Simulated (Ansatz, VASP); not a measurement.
# KScS2: VASP beside Ansatz

POSCAR

```
KScS2
1.0
    4.0752153074      0.0000000000      0.0000000000
    0.0000000000      4.0752153074      0.0000000000
    0.0000000000      0.0000000000      5.5196101411
K S Sc
1 2 1
Direct
    0.0000000000      0.0000000000      0.0000000000
    0.0000000000      0.0000000000      0.5000000000
    0.5000000000      0.5000000000      0.0000000000
    0.5000000000      0.5000000000      0.5000000000
```

Contents of INCAR.step1:

```
SYSTEM = KScS2
ALGO = Normal
EDIFF = 1E-4
ENCUT = 520
GGA = PE
ISMEAR = -1
LASPH = .True.
LCHARG = .False.
LREAL = .False.
LWAVE = .True.
NBANDS = 24
NELM = 60
PREC = Accurate
SIGMA = 0.02
```

Contents of INCAR.step2:

```
SYSTEM = KScS2
ALGO = Normal
EDIFF = 1E-6
ENCUT = 520
ISIF = 2
ISMEAR = -1
ISTART = 1
LASPH = .True.
LCHARG = .False.
LMIXTAU = .True.
LREAL = .False.
LWAVE = .False.
METAGGA = R2SCAN
NBANDS = 24
NELM = 60
PREC = Accurate
SIGMA = 0.02
```

Contents of KPOINTS:

```
k-points
0
Gamma
  6 6 4
  0 0 0
```

Input for Ansatz:

```yaml
crystal:
  lattice:
    - [4.0752153074, 0.0, 0.0]
    - [0.0, 4.0752153074, 0.0]
    - [0.0, 0.0, 5.5196101411]
  atoms:
    - { symbol: K, position: [0.0, 0.0, 0.0] }
    - { symbol: S, position: [0.0, 0.0, 0.5] }
    - { symbol: Sc, position: [0.5, 0.5, 0.5] }
    - { symbol: S, position: [0.5, 0.5, 0.0] }
kpoints:
  mp_grid: { grid: [6, 6, 4] }
hamiltonian:
  xc: r2scan
scf:
  occupations: { method: fermi_dirac, width: 0.02 }
  n_extra_bands: 5
output:
  forces: true
  stress: true
  eigenvalues: true
```

Alike in both runs: task single point; functional r2SCAN; k mesh 6 × 6 × 4; occupations fermi-dirac, width 0.02 eV; no spin polarisation.

|  | VASP | Ansatz |
| --- | --- | --- |
| version | VASP 6.6.1 | Ansatz 0.2.0 |
| potentials or method | VASP PAW PBE potentials, release 64 (K_sv, S, Sc_sv) | plane waves, PAW |
| plane-wave cutoff (eV) | 520 | 500 |
| valence electrons in the cell | 32 | 32 |

Ansatz gave:

```
pressure (GPa) : -1.8
```

Question: Which values does VASP return?

Answer: Pressure (GPa): -1.6.

VASP's potentials were made for PBE, not for r2SCAN. The functional is the same, so the differences come from potentials, cutoffs and numerics.
